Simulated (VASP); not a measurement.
# SiO2 (P4_2/mnm) in VASP: further runs

SiO2 is run at these levels: PBEsol; tasks: electric field gradients.

Program: VASP 6.6.1. These are calculated values, not measurements. Logs are shortened: lines on timing, memory, paths and dates and some standing lists are left out, and cuts for length are marked.

### 1 The cell of the first run

Symmetry: P4_2/mnm, No. 136, tetragonal system. Conventional cell: a = 4.180 Å, b = 4.180 Å, c = 2.641 Å, α = 90.00°, β = 90.00°, γ = 90.00°. Within 2.3 Å of Si (site symmetry mmm) lie 6 O at 1.75 to 1.81 Å. Within 2.3 Å of O (site symmetry m2m) lie 3 Si at 1.75 to 1.81 Å and 1 O at 2.29 Å.

### 2 Electric field gradients, PBEsol (zz strain of -1 %)

The input, INCAR:

```
SYSTEM = SiO2
PREC     = Accurate       ! precision mode
ENCUT    = 520            ! plane-wave cutoff, eV
EDIFF    = 1E-8           ! SCF threshold, eV
ISMEAR   = -1             ! smearing method
SIGMA    = 0.03           ! smearing width, eV
LREAL    = .FALSE.        ! projectors in reciprocal space
LASPH    = .TRUE.         ! aspherical terms in the spheres
NELM     = 60             ! most SCF steps
ALGO     = Normal         ! electronic algorithm
ISIF     = 2              ! what is computed and relaxed
LWAVE    = .FALSE.        ! write WAVECAR
LCHARG   = .FALSE.        ! write CHGCAR
GGA      = PS             ! functional
LEFG     = .TRUE.       
NBANDS   = 25             ! bands
```

The input, KPOINTS:

```
regular mesh
0
G
  6 6 9
  0 0 0
```

The input, POSCAR:

```
SiO2
1.0
    4.1801000000      0.0000000000      0.0000000000
    0.0000000000      4.1801000000      0.0000000000
    0.0000000000      0.0000000000      2.6411220000
Si O
2 4
Direct
    0.0000000000      0.0000000000      0.0000000000
    0.5000000000      0.5000000000      0.5000000000
    0.3067000000      0.3067000000      0.0000000000
    0.1933000000      0.8067000000      0.5000000000
    0.6933000000      0.6933000000      0.0000000000
    0.8067000000      0.1933000000      0.5000000000
```

Potentials or basis: VASP PAW PBE potentials, release 64 (Si, O).

The run is started by

```
$ cat potpaw_PBE.64/Si/POTCAR potpaw_PBE.64/O/POTCAR > POTCAR
$ mpirun -np 1 vasp_std > vasp.out
```

OUTCAR:

```text
SYSTEM = SiO2
   PREC = Accurate
   ENCUT = 520
   EDIFF = 1E-8
   ISMEAR = -1
   LREAL = .FALSE.
   LASPH = .TRUE.
   NELM = 60
   ISIF = 2
   GGA = PS

 ion  position               nearest neighbor table
   1  0.000  0.000  0.000-   4 1.75   6 1.75   4 1.75   6 1.75   5 1.81   3 1.81
   2  0.500  0.500  0.500-   3 1.75   5 1.75   3 1.75   5 1.75   4 1.81   6 1.81
   3  0.307  0.307  0.000-   2 1.75   2 1.75   1 1.81
   4  0.193  0.807  0.500-   1 1.75   1 1.75   2 1.81
   5  0.693  0.693  0.000-   2 1.75   2 1.75   1 1.81
   6  0.807  0.193  0.500-   1 1.75   1 1.75   2 1.81

  LATTYP: Found a simple tetragonal cell.
 ALAT       =     4.1801000000
 C/A-ratio  =     0.6318322528

  Lattice vectors:

 A1 = (   4.1801000000,   0.0000000000,   0.0000000000)
 A2 = (   0.0000000000,   4.1801000000,   0.0000000000)
 A3 = (   0.0000000000,   0.0000000000,   2.6411220000)

Analysis of symmetry for initial positions (statically):
=====================================================================
 Subroutine PRICEL returns:
 Original cell was already a primitive cell.

 Routine SETGRP: Setting up the symmetry group for a
 simple tetragonal supercell.

 Subroutine GETGRP returns: Found 16 space group operations
 (whereof  8 operations were pure point group operations)
 out of a pool of 16 trial point group operations.

The static configuration has the point symmetry D_2h.
 The point group associated with its full space group is D_4h.

Analysis of symmetry for dynamics (positions and initial velocities):
=====================================================================
 Subroutine PRICEL returns:
 Original cell was already a primitive cell.

 Routine SETGRP: Setting up the symmetry group for a
 simple tetragonal supercell.

 Subroutine GETGRP returns: Found 16 space group operations
 (whereof  8 operations were pure point group operations)
 out of a pool of 16 trial point group operations.

The dynamic configuration has the point symmetry D_2h.
 The point group associated with its full space group is D_4h.

 Subroutine INISYM returns: Found 16 space group operations
 (whereof  8 operations are pure point group operations),
 and found     1 'primitive' translations

----------------------------------------------------------------------------------------

                                     Primitive cell

  volume of cell :      46.1489

  direct lattice vectors                    reciprocal lattice vectors
     4.180100000  0.000000000  0.000000000     0.239228727  0.000000000  0.000000000
     0.000000000  4.180100000  0.000000000     0.000000000  0.239228727  0.000000000
     0.000000000  0.000000000  2.641122000     0.000000000  0.000000000  0.378626962

  length of vectors
     4.180100000  4.180100000  2.641122000     0.239228727  0.239228727  0.378626962

  position of ions in fractional coordinates (direct lattice)
     0.000000000  0.000000000  0.000000000
     0.500000000  0.500000000  0.500000000
     0.306700000  0.306700000  0.000000000
     0.193300000  0.806700000  0.500000000
     0.693300000  0.693300000  0.000000000
     0.806700000  0.193300000  0.500000000

  ion indices of the primitive-cell ions
   primitive index   ion index
                 1           1
                 2           2
                 3           3
                 4           4
                 5           5
                 6           6

----------------------------------------------------------------------------------------

 KPOINTS: regular mesh

Automatic generation of k-mesh.
 Grid dimensions read from file:
 generate k-points for:    6    6    9

 Generating k-lattice:

  Cartesian coordinates                     Fractional coordinates (reciprocal lattice)
     0.039871454  0.000000000  0.000000000     0.166666667  0.000000000  0.000000000
     0.000000000  0.039871454  0.000000000     0.000000000  0.166666667  0.000000000
     0.000000000  0.000000000  0.042069662     0.000000000  0.000000000  0.111111111

  Length of vectors
     0.039871454  0.039871454  0.042069662

  Shift w.r.t. Gamma in fractional coordinates (k-lattice)
     0.000000000  0.000000000  0.000000000

 Subroutine IBZKPT returns following result:
 ===========================================

 Found     50 irreducible k-points:

 Following reciprocal coordinates:
            Coordinates               Weight
  0.000000  0.000000  0.000000      1.000000
  0.166667  0.000000  0.000000      4.000000
  0.333333  0.000000  0.000000      4.000000
  0.500000  0.000000  0.000000      2.000000
  0.166667  0.166667  0.000000      4.000000
  0.333333  0.166667  0.000000      8.000000
[... 16 lines left out ...]
  0.333333  0.000000  0.222222      8.000000
  0.500000  0.000000  0.222222      4.000000
 [... further k-points ...]
   k-points           NKPTS =     50   k-points in BZ     NKDIM =     50   number of bands    NBANDS=     25
   number of dos      NEDOS =    301   number of ions     NIONS =      6
   total plane-waves  NPLWV =  20480
   dimension x,y,z NGX =    32 NGY =   32 NGZ =   20
   dimension x,y,z NGXF=    64 NGYF=   64 NGZF=   40
   ions per type =               2   4
   NGX,Y,Z   is equivalent  to a cutoff of  12.73, 12.73, 12.59 a.u.
   NGXF,Y,Z  is equivalent  to a cutoff of  25.45, 25.45, 25.18 a.u.
 SYSTEM =  SiO2
   PREC   = accura    normal or accurate (medium, high low for compatibility)
   ISTART =      0    job   : 0-new  1-cont  2-samecut
   ICHARG =      2    charge: 1-file 2-atom 10-const
   ISPIN  =      1    spin polarized calculation?
   LNONCOLLINEAR =      F non collinear calculations
   LSORBIT =      F    spin-orbit coupling
   LASPH  =      T    aspherical Exc in radial PAW
   ENCUT  =  520.0 eV  38.22 Ry    6.18 a.u.   7.77  7.77  4.91*2*pi/ulx,y,z
   NELM   =     60;   NELMIN=  2; NELMDL= -5     # of ELM steps
   EDIFF  = 0.1E-07   stopping-criterion for ELM
   LREAL  =      F    real-space projection
   EDIFFG = 0.1E-06   stopping-criterion for IOM
   NSW    =      0    number of steps for IOM
   IBRION =     -1    ionic relax: 0-MD 1-quasi-New 2-CG
   NFREE  =      0    steps in history (QN), initial steepest desc. (CG)
   ISIF   =      2    stress and relaxation
   ISYM   =      2    0-nonsym 1-usesym 2-fastsym
   POTIM  = 0.5000    time-step for ionic-motion
   TEBEG  =    0.0;   TEEND  =   0.0 temperature during run
   PSTRESS=    0.0 pullay stress
   NELECT =      32.0000    total number of electrons
   NUPDOWN=      -1.0000    fix difference up-down
   EMIN   =  10.00;   EMAX   =-10.00  energy-range for DOS
   EFERMI =   0.00;   METHOD = LEGACY
   ISMEAR =    -1;   SIGMA  =   0.03  broadening in eV -4-tet -1-fermi 0-gaus
   EFERMI_NEDOS =   21; number of points for ismear=-14 and -15
   IALGO  =     38    algorithm
   IMIX   =      4    mixing-type and parameters
     AMIX     =   0.40;   BMIX     =  1.00
     AMIX_MAG =   1.60;   BMIX_MAG =  1.00
  volume/ion in A,a.u.               =       7.69        51.90
  Fermi-wavevector in a.u.,A,eV,Ry     =   1.449008  2.738229 28.567135  2.099625
  Thomas-Fermi vector in A             =   2.566784
   LORBIT       =      0    0 simple, 1 ext, 2 COOP (PROOUT), +10 PAW based schemes
   GGA     = PS    functional components
   LHFCALC =     F    Hartree Fock is set to
   AEXX    =    0.0000 exact exchange contribution
   IVDW    =     0    specifies the selected vdW correction
   LEPSILON=     F    determine dielectric tensor
   LRPA    =     F    only Hartree local field effects (RPA)
 non-spin polarized calculation
  energy-cutoff  :      520.00
  volume of cell :       46.15
 maximum number of plane-waves:      1262
 NGX is ok and might be reduce to    32
   NGX = 15   NGY = 15   NGZ =  9

 number of electron      31.9999988 magnetization

 Free energy of the ion-electron system (eV)
  ---------------------------------------------------
  ext. energy  EPLUGINS =         0.00000000
  ---------------------------------------------------
  free energy    TOTEN  =       -48.94471979 eV

  energy without entropy =      -48.94471979  energy(sigma->0) =      -48.94471979

 E-fermi :   8.8545     XC(G=0): -12.5701

 val. band max:        8.2675004795   @ k =   0.0000   0.0000   0.0000
 cond. band min:      14.0689626950   @ k =   0.0000   0.0000   0.0000
 fundamental gap:      5.8014622155
 Fermi energy:         8.8544649028

 k-point     1 :       0.0000    0.0000    0.0000
  band No.  band energies     occupation
      1     -14.4096      2.00000
      2     -10.6795      2.00000
      3     -10.6795      2.00000
      4     -10.5063      2.00000
      5      -2.6705      2.00000
      6       1.6859      2.00000
[... 17 lines left out ...]
     24      22.4488      0.00000
     25      23.9552      0.00000

 k-point     2 :       0.1667    0.0000    0.0000
  band No.  band energies     occupation
      1     -14.2627      2.00000
      2     -11.3912      2.00000
      3     -10.6047      2.00000
      4     -10.1026      2.00000
      5      -2.4919      2.00000
      6       0.9302      2.00000
[... 17 lines left out ...]
     24      21.8600      0.00000
     25      23.7633      0.00000
[... 586 lines left out ...]
     24      21.0118      0.00000
     25      22.2035      0.00000

 k-point    24 :       0.5000    0.0000    0.2222
  band No.  band energies     occupation
      1     -12.5903      2.00000
      2     -12.5903      2.00000
      3     -10.0012      2.00000
      4     -10.0012      2.00000
      5      -0.6824      2.00000
      6      -0.6824      2.00000
[... 17 lines left out ...]
     24      20.9409      0.00000
     25      22.1168      0.00000

 [... further k-points ...]

------------------------ aborting loop because EDIFF is reached ----------------------------------------

  FORCE on cell =-STRESS in cart. coord.  units (eV):
  Direction    XX          YY          ZZ          XY          YZ          ZX
  --------------------------------------------------------------------------------------
  -------------------------------------------------------------------------------------
  Total        1.7952341      1.7952341      3.9016765     -0.0000000      0.0000000      0.0000000
  in kB       62.3260867     62.3260867    135.4565579     -0.0000000      0.0000000      0.0000000
  external PRESSURE =      86.7029104 kB  Pullay stress =       0.0000000 kB

 VOLUME and BASIS-vectors are now :
 -----------------------------------------------------------------------------
  energy-cutoff  :      520.00
  volume of cell :       46.15
      direct lattice vectors                 reciprocal lattice vectors
     4.180100000  0.000000000  0.000000000     0.239228727  0.000000000  0.000000000
     0.000000000  4.180100000  0.000000000     0.000000000  0.239228727  0.000000000
     0.000000000  0.000000000  2.641122000     0.000000000  0.000000000  0.378626962

 POSITION                                       TOTAL-FORCE (eV/Angst)
 -----------------------------------------------------------------------------------
      0.00000      0.00000      0.00000        -0.000000     -0.000000      0.000000
      2.09005      2.09005      1.32056        -0.000000     -0.000000      0.000000
      1.28204      1.28204      0.00000        -0.184309     -0.184309      0.000000
      0.80801      3.37209      1.32056         0.184309     -0.184309      0.000000
      2.89806      2.89806      0.00000         0.184309      0.184309      0.000000
      3.37209      0.80801      1.32056        -0.184309      0.184309      0.000000
 -----------------------------------------------------------------------------------
    total drift:                                0.000000      0.000000      0.000000

  FREE ENERGIE OF THE ION-ELECTRON SYSTEM (eV)
  ---------------------------------------------------
  free  energy   TOTEN  =       -48.9447197911 eV

  energy  without entropy=      -48.9447197911  energy(sigma->0) =      -48.94471979

 Electric field gradients (V/A^2)
---------------------------------------------------------------------
 ion       V_xx      V_yy      V_zz      V_xy      V_xz      V_yz
---------------------------------------------------------------------
   1       9.988     9.988   -19.975    16.407     0.000    -0.000
   2       9.988     9.988   -19.975   -16.407     0.000    -0.000
   3     -22.089   -22.089    44.179    83.021    -0.000    -0.000
   4     -22.089   -22.089    44.179   -83.021     0.000     0.000
   5     -22.089   -22.089    44.179    83.021    -0.000     0.000
   6     -22.089   -22.089    44.179   -83.021     0.000    -0.000
---------------------------------------------------------------------

 Electric field gradients after diagonalization (V/A^2)
 (convention: |V_zz| > |V_xx| > |V_yy|)
----------------------------------------------------------------------
 ion       V_xx      V_yy      V_zz     asymmetry (V_yy - V_xx)/ V_zz
----------------------------------------------------------------------
   1     -19.975    -6.419    26.394       0.514
   2     -19.975    -6.419    26.394       0.514
   3      60.932    44.179  -105.110       0.159
   4      60.932    44.179  -105.110       0.159
   5      60.932    44.179  -105.110       0.159
   6      60.932    44.179  -105.110       0.159
----------------------------------------------------------------------

           NMR quadrupolar parameters

 Cq : quadrupolar parameter    Cq=e*Q*V_zz/h
 eta: asymmetry parameters     (V_yy - V_xx)/ V_zz
 Q  : nuclear electric quadrupole moment in mb (millibarn)
----------------------------------------------------------------------
 ion       Cq(MHz)       eta       Q (mb)
----------------------------------------------------------------------
   1       0.064       0.514       1.000
   2       0.064       0.514       1.000
   3      -0.254       0.159       1.000
   4      -0.254       0.159       1.000
   5      -0.254       0.159       1.000
   6      -0.254       0.159       1.000
----------------------------------------------------------------------
```

Wall time 29 s (1 thread of Intel Xeon Platinum 8488C (Sapphire Rapids), shared host); peak memory 0.17 GiB.

What came out:

```
Free energy            : -48.9447 eV
Pressure               : 8.7 GPa
Largest force          : 0.261 eV/Å
Band gap on the k mesh : 5.80 eV, direct
```

Forces in eV/Å, atoms in the order of the input:
```
Si   0.000  0.000  0.000
Si   0.000  0.000  0.000
O   -0.184 -0.184  0.000
O    0.184 -0.184  0.000
O    0.184  0.184  0.000
O   -0.184  0.184  0.000
```

Levels at points of the mesh, in eV from the valence-band top:
```tsv
k point	band 13	band 14	band 15	band 16	band 17	band 18	band 19	band 20
(0.00, 0.00, 0.00)	-2.52	-0.89	-0.89	0.00	5.80	6.71	8.59	8.59
(0.50, 0.00, 0.00)	-2.70	-2.70	-1.11	-1.11	7.88	7.88	9.13	9.13
(0.50, 0.50, 0.00)	-2.66	-2.66	-2.37	-2.37	7.53	7.53	10.12	10.12
```

Electric field gradients, principal values (V/Å²):
| atom | least | middle | greatest (by size) |
| --- | --- | --- | --- |
| 1 Si | -6.419 | -19.975 | 26.394 |
| 2 Si | -6.419 | -19.975 | 26.394 |
| 3 O | 44.179 | 60.932 | -105.110 |
| 4 O | 44.179 | 60.932 | -105.110 |
| 5 O | 44.179 | 60.932 | -105.110 |
| 6 O | 44.179 | 60.932 | -105.110 |

Caveat: the cell differs from its parent crystal (zz strain of -1 %); without QUAD_EFG the Cq values of the log hold for a quadrupole moment of 1 mb, not for the nuclei; the PAW data sets were made with another functional, which shifts forces and pressure a little. A k mesh can miss the band edges.

[end of part 1 of 2]
